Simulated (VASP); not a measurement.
# WSe2 (Pm) in VASP: single point with PBE+D3(BJ)

Aim: the single point of WSe2 with PBE+D3(BJ).

All numbers are computed with VASP 6.6.1; they aren't measurements. Logs are shortened: lines on timing, memory, paths and dates and some standing lists are left out, and cuts for length are marked.

## Step 1: The cell of the first run

Symmetry: Pm, No. 6, monoclinic system. Conventional cell: a = 3.279 Å, b = 12.788 Å, c = 3.279 Å, α = 90.00°, β = 120.00°, γ = 90.00°. W (site symmetry m) has 4 Se at 2.22 to 2.50 Å within 2.9 Å. W (site symmetry m) has 6 Se at 2.53 Å and 6 W at 3.28 Å within 3.3 Å. Within 3.4 Å of Se (site symmetry 1) lie 3 W at 2.53 Å and 7 Se at 3.28 to 3.37 Å. Within 2.9 Å of Se (site symmetry 1) lie 2 W at 2.22 to 2.50 Å.

## Step 2: Single point, PBE+D3(BJ) (atom 1 (W) moved by -0.560 Å along [1 0 0] and +0.560 Å along [1 2 0])

Contents of INCAR:

```
PREC = Accurate
ENCUT = 520
EDIFF = 1E-6
ISMEAR = 0
SIGMA = 0.05
LREAL = False
LASPH = True
NELM = 100
ALGO = Normal
ISIF = 2
LWAVE = False
LCHARG = True
GGA = PE
IVDW = 12
LELF = True
LVHAR = True
NBANDS = 35
```

Contents of KPOINTS:

```
Automatic mesh
0
Gamma
  9 9 2
```

Contents of POSCAR:

```
WSe2
1.0
    3.2790216039      0.0000000000      0.0000000000
   -1.6395108019      2.8397160085      0.0000000000
    0.0000000000      0.0000000000     12.7878979243
W Se
2 4
Direct
    0.2611520921      0.8638694849      0.2500000000
    0.6666666667      0.3333333333      0.7500000000
    0.3333333333      0.6666666667      0.6182859564
    0.6666666667      0.3333333333      0.1182859564
    0.3333333333      0.6666666667      0.8817140436
    0.6666666667      0.3333333333      0.3817140436
```

Potentials or basis: VASP PAW PBE potentials, release 64 (W_sv, Se).

On the command line:

```sh
> cat potpaw_PBE.64/W_sv/POTCAR potpaw_PBE.64/Se/POTCAR > POTCAR
> mpirun -np 1 vasp_std > vasp.out
```

OUTCAR:

```text
PREC = Accurate
   ENCUT = 520
   EDIFF = 1E-6
   ISMEAR = 0
   LREAL = False
   LASPH = True
   NELM = 100
   ISIF = 2
   GGA = PE
   IVDW = 12
 IVDW          = 12

 ion  position               nearest neighbor table
   1  0.261  0.864  0.250-   4 2.22   6 2.22   4 2.50   6 2.50
   2  0.667  0.333  0.750-   3 2.53   5 2.53   3 2.53   5 2.53   3 2.53   5 2.53
   3  0.333  0.667  0.618-   2 2.53   2 2.53   2 2.53
   4  0.667  0.333  0.118-   1 2.22   1 2.50
   5  0.333  0.667  0.882-   2 2.53   2 2.53   2 2.53
   6  0.667  0.333  0.382-   1 2.22   1 2.50

  LATTYP: Found a hexagonal cell.
 ALAT       =     3.2790216039
 C/A-ratio  =     3.8999126779

  Lattice vectors:

 A1 = (   3.2790216039,   0.0000000000,   0.0000000000)
 A2 = (  -1.6395108019,   2.8397160085,   0.0000000000)
 A3 = (   0.0000000000,   0.0000000000,  12.7878979243)

Analysis of symmetry for initial positions (statically):
=====================================================================
 Subroutine PRICEL returns:
 Original cell was already a primitive cell.

 Routine SETGRP: Setting up the symmetry group for a
 hexagonal supercell.

 Subroutine GETGRP returns: Found  2 space group operations
 (whereof  1 operations were pure point group operations)
 out of a pool of 24 trial point group operations.

The static configuration has the point symmetry C_1 .
 The point group associated with its full space group is C_1h.

Analysis of symmetry for dynamics (positions and initial velocities):
=====================================================================
 Subroutine PRICEL returns:
 Original cell was already a primitive cell.

 Routine SETGRP: Setting up the symmetry group for a
 hexagonal supercell.

 Subroutine GETGRP returns: Found  2 space group operations
 (whereof  1 operations were pure point group operations)
 out of a pool of 24 trial point group operations.

The dynamic configuration has the point symmetry C_1 .
 The point group associated with its full space group is C_1h.

 Subroutine INISYM returns: Found  2 space group operations
 (whereof  1 operations are pure point group operations),
 and found     1 'primitive' translations

----------------------------------------------------------------------------------------

                                     Primitive cell

  volume of cell :     119.0744

  direct lattice vectors                    reciprocal lattice vectors
     3.279021604  0.000000000  0.000000000     0.304969018  0.176073945  0.000000000
    -1.639510802  2.839716008  0.000000000     0.000000000  0.352147890  0.000000000
     0.000000000  0.000000000 12.787897924     0.000000000  0.000000000  0.078198935

  length of vectors
     3.279021604  3.279021604 12.787897924     0.352147890  0.352147890  0.078198935

  position of ions in fractional coordinates (direct lattice)
     0.261152092  0.863869485  0.250000000
     0.666666667  0.333333333  0.750000000
     0.333333333  0.666666667  0.618285956
     0.666666667  0.333333333  0.118285956
     0.333333333  0.666666667  0.881714044
     0.666666667  0.333333333  0.381714044

  ion indices of the primitive-cell ions
   primitive index   ion index
                 1           1
                 2           2
                 3           3
                 4           4
                 5           5
                 6           6

----------------------------------------------------------------------------------------

 KPOINTS: Automatic mesh

Automatic generation of k-mesh.
 Grid dimensions read from file:
 generate k-points for:    9    9    2

 Generating k-lattice:

  Cartesian coordinates                     Fractional coordinates (reciprocal lattice)
     0.033885446  0.019563772  0.000000000     0.111111111  0.000000000  0.000000000
     0.000000000  0.039127543  0.000000000     0.000000000  0.111111111  0.000000000
     0.000000000  0.000000000  0.039099468     0.000000000  0.000000000  0.500000000

  Length of vectors
     0.039127543  0.039127543  0.039099468

  Shift w.r.t. Gamma in fractional coordinates (k-lattice)
     0.000000000  0.000000000  0.000000000

 Subroutine IBZKPT returns following result:
 ===========================================

 Found     82 irreducible k-points:

 Following reciprocal coordinates:
            Coordinates               Weight
  0.000000  0.000000  0.000000      1.000000
  0.111111 -0.000000  0.000000      2.000000
  0.000000  0.111111  0.000000      2.000000
 -0.111111  0.111111  0.000000      2.000000
  0.222222  0.000000  0.000000      2.000000
  0.000000  0.222222  0.000000      2.000000
[... 16 lines left out ...]
  0.333333  0.111111  0.000000      2.000000
 -0.111111  0.444444  0.000000      2.000000
 [... further k-points ...]
   k-points           NKPTS =     82   k-points in BZ     NKDIM =     82   number of bands    NBANDS=     35
   number of dos      NEDOS =    301   number of ions     NIONS =      6
   total plane-waves  NPLWV =  55296
   dimension x,y,z NGX =    24 NGY =   24 NGZ =   96
   dimension x,y,z NGXF=    48 NGYF=   48 NGZF=  192
   ions per type =               2   4
   NGX,Y,Z   is equivalent  to a cutoff of  12.17, 12.17, 12.48 a.u.
   NGXF,Y,Z  is equivalent  to a cutoff of  24.34, 24.34, 24.96 a.u.
 SYSTEM =  unknown system
   PREC   = accura    normal or accurate (medium, high low for compatibility)
   ISTART =      0    job   : 0-new  1-cont  2-samecut
   ICHARG =      2    charge: 1-file 2-atom 10-const
   ISPIN  =      1    spin polarized calculation?
   LNONCOLLINEAR =      F non collinear calculations
   LSORBIT =      F    spin-orbit coupling
   LASPH  =      T    aspherical Exc in radial PAW
   ENCUT  =  520.0 eV  38.22 Ry    6.18 a.u.   6.10  6.10 23.78*2*pi/ulx,y,z
   NELM   =    100;   NELMIN=  2; NELMDL= -5     # of ELM steps
   EDIFF  = 0.1E-05   stopping-criterion for ELM
   LREAL  =      F    real-space projection
   EDIFFG = 0.1E-04   stopping-criterion for IOM
   NSW    =      0    number of steps for IOM
   IBRION =     -1    ionic relax: 0-MD 1-quasi-New 2-CG
   NFREE  =      0    steps in history (QN), initial steepest desc. (CG)
   ISIF   =      2    stress and relaxation
   ISYM   =      2    0-nonsym 1-usesym 2-fastsym
   POTIM  = 0.5000    time-step for ionic-motion
   TEBEG  =    0.0;   TEEND  =   0.0 temperature during run
   PSTRESS=    0.0 pullay stress
   NELECT =      52.0000    total number of electrons
   NUPDOWN=      -1.0000    fix difference up-down
   EMIN   =  10.00;   EMAX   =-10.00  energy-range for DOS
   EFERMI =   0.00;   METHOD = LEGACY
   ISMEAR =     0;   SIGMA  =   0.05  broadening in eV -4-tet -1-fermi 0-gaus
   EFERMI_NEDOS =   21; number of points for ismear=-14 and -15
   IALGO  =     38    algorithm
   IMIX   =      4    mixing-type and parameters
     AMIX     =   0.40;   BMIX     =  1.00
     AMIX_MAG =   1.60;   BMIX_MAG =  1.00
  volume/ion in A,a.u.               =      19.85       133.93
  Fermi-wavevector in a.u.,A,eV,Ry     =   1.242043  2.347120 20.989298  1.542670
  Thomas-Fermi vector in A             =   2.376414
   LORBIT       =      0    0 simple, 1 ext, 2 COOP (PROOUT), +10 PAW based schemes
   GGA     = PE    functional components
   LHFCALC =     F    Hartree Fock is set to
   AEXX    =    0.0000 exact exchange contribution
   IVDW    =    12    specifies the selected vdW correction
   LEPSILON=     F    determine dielectric tensor
   LRPA    =     F    only Hartree local field effects (RPA)
 non-spin polarized calculation
 Gauss-broadening in eV      SIGMA  =   0.05
  energy-cutoff  :      520.00
  volume of cell :      119.07
 maximum number of plane-waves:      3246
   NGX = 13   NGY = 13   NGZ = 47

 number of electron      51.9999991 magnetization

 Free energy of the ion-electron system (eV)
  ---------------------------------------------------
  ext. energy  EPLUGINS =         0.00000000
  ---------------------------------------------------
  free energy    TOTEN  =       -39.55100745 eV

  energy without entropy =      -39.54958433  energy(sigma->0) =      -39.55029589

 E-fermi :   7.0197     XC(G=0): -10.8888

 val. band max:        6.9749380567   @ k =   0.3333   0.1111   0.5000
 cond. band min:       7.0462774327   @ k =   0.4444   0.1111   0.5000
 fundamental gap:      0.0713393760
 Fermi energy:         7.0196800809

 k-point     1 :       0.0000    0.0000    0.0000
  band No.  band energies     occupation
      1     -67.7771      2.00000
      2     -67.6479      2.00000
      3     -32.1617      2.00000
      4     -32.0307      2.00000
      5     -31.9786      2.00000
      6     -31.8907      2.00000
[... 27 lines left out ...]
     34      11.3602      0.00000
     35      11.4361      0.00000

 k-point     2 :       0.1111   -0.0000    0.0000
  band No.  band energies     occupation
      1     -67.7759      2.00000
      2     -67.6466      2.00000
      3     -32.1552      2.00000
      4     -32.0253      2.00000
      5     -32.0056      2.00000
      6     -31.9191      2.00000
[... 27 lines left out ...]
     34      11.1044      0.00000
     35      12.2717      0.00000

 k-point     3 :       0.0000    0.1111    0.0000
  band No.  band energies     occupation
      1     -67.7759      2.00000
      2     -67.6466      2.00000
      3     -32.1551      2.00000
      4     -32.0253      2.00000
      5     -32.0068      2.00000
      6     -31.9188      2.00000
[... 27 lines left out ...]
     34      10.9915      0.00000
     35      12.2642      0.00000

 k-point     4 :      -0.1111    0.1111    0.0000
  band No.  band energies     occupation
      1     -67.7759      2.00000
      2     -67.6467      2.00000
      3     -32.1576      2.00000
      4     -32.0253      2.00000
      5     -31.9849      2.00000
      6     -31.9183      2.00000
[... 27 lines left out ...]
     34      11.4507      0.00000
     35      12.1960      0.00000

 k-point     5 :       0.2222    0.0000    0.0000
  band No.  band energies     occupation
      1     -67.7727      2.00000
      2     -67.6431      2.00000
      3     -32.1388      2.00000
      4     -32.0751      2.00000
      5     -32.0116      2.00000
      6     -31.9905      2.00000
[... 638 lines left out ...]
 k-point    22 :       0.3333   -0.1111    0.0000
  band No.  band energies     occupation
      1     -67.7703      2.00000
      2     -67.6409      2.00000
      3     -32.1310      2.00000
      4     -32.0893      2.00000
      5     -32.0361      2.00000
      6     -32.0010      2.00000
[... 27 lines left out ...]
     34      10.9444      0.00000
     35      12.9512      0.00000

 k-point    23 :       0.3333    0.1111    0.0000
  band No.  band energies     occupation
      1     -67.7673      2.00000
      2     -67.6373      2.00000
      3     -32.2006      2.00000
      4     -32.1095      2.00000
      5     -32.0968      2.00000
      6     -31.9881      2.00000
[... 27 lines left out ...]
     34      11.5337      0.00000
     35      12.4458      0.00000

 k-point    24 :      -0.1111    0.4444    0.0000
  band No.  band energies     occupation
      1     -67.7673      2.00000
      2     -67.6375      2.00000
      3     -32.1733      2.00000
      4     -32.1131      2.00000
      5     -32.0963      2.00000
      6     -31.9881      2.00000
[... 27 lines left out ...]
     34      11.3825      0.00000
     35      11.7908      0.00000

 [... further k-points ...]

------------------------ aborting loop because EDIFF is reached ----------------------------------------

 Edisp (eV)   -2.85458

 E8    (eV) :    -1.2736

  FORCE on cell =-STRESS in cart. coord.  units (eV):
  Direction    XX          YY          ZZ          XY          YZ          ZX
  --------------------------------------------------------------------------------------
  -------------------------------------------------------------------------------------
  Total       1.33454     7.82060    14.22765     2.96054     0.00000     0.00000
  in kB      17.95653   105.22821   191.43680    39.83478     0.00000     0.00000
  external pressure =      104.87 kB  Pullay stress =        0.00 kB

 VOLUME and BASIS-vectors are now :
 -----------------------------------------------------------------------------
  energy-cutoff  :      520.00
  volume of cell :      119.07
      direct lattice vectors                 reciprocal lattice vectors
     3.279021604  0.000000000  0.000000000     0.304969018  0.176073945  0.000000000
    -1.639510802  2.839716008  0.000000000     0.000000000  0.352147890  0.000000000
     0.000000000  0.000000000 12.787897924     0.000000000  0.000000000  0.078198935

 POSITION                                       TOTAL-FORCE (eV/Angst)
 -----------------------------------------------------------------------------------
     -0.56000      2.45314      3.19697         1.436165     -4.591427      0.000000
      1.63951      0.94657      9.59092        -0.028184      0.020537      0.000000
     -0.00000      1.89314      7.90658        -0.004947      0.023125     -0.081603
      1.63951      0.94657      1.51263        -0.699044      2.262319     -4.257157
     -0.00000      1.89314     11.27527        -0.004947      0.023125      0.081603
      1.63951      0.94657      4.88132        -0.699044      2.262319      4.257157
 -----------------------------------------------------------------------------------
    total drift:                               -0.000468      0.000328     -0.000000

  FREE ENERGIE OF THE ION-ELECTRON SYSTEM (eV)
  ---------------------------------------------------
  free  energy   TOTEN  =       -42.4055918491 eV

  energy  without entropy=      -42.4041687315  energy(sigma->0) =      -42.40488029
```

It took 1.9 min on 1 thread of Intel Xeon 6975P-C (Granite Rapids), shared host; peak memory 0.41 GiB.

What came out:

```yaml
Free_energy: -42.4056 eV
Pressure: 10.5 GPa
Largest_force: 4.871 eV/Å
Band_gap_on_the_k_mesh: zero (bands 26 and 27 overlap by 0.19 eV)
Dispersion_energy_per_atom: -0.476 eV
```

Forces on the atoms (eV/Å):
```
W    1.436 -4.591  0.000
W   -0.028  0.021  0.000
Se  -0.005  0.023 -0.082
Se  -0.699  2.262 -4.257
Se  -0.005  0.023  0.082
Se  -0.699  2.262  4.257
```

Caveat: the cell differs from its parent crystal (atom 1 (W) moved by -0.560 Å along [1 0 0] and +0.560 Å along [1 2 0]); the cell stands under pressure; spin-orbit coupling is left out, which moves the levels of the heavy elements; forces of over 1 eV/Å act on the atoms, so gaps and moduli don't describe the material at rest.
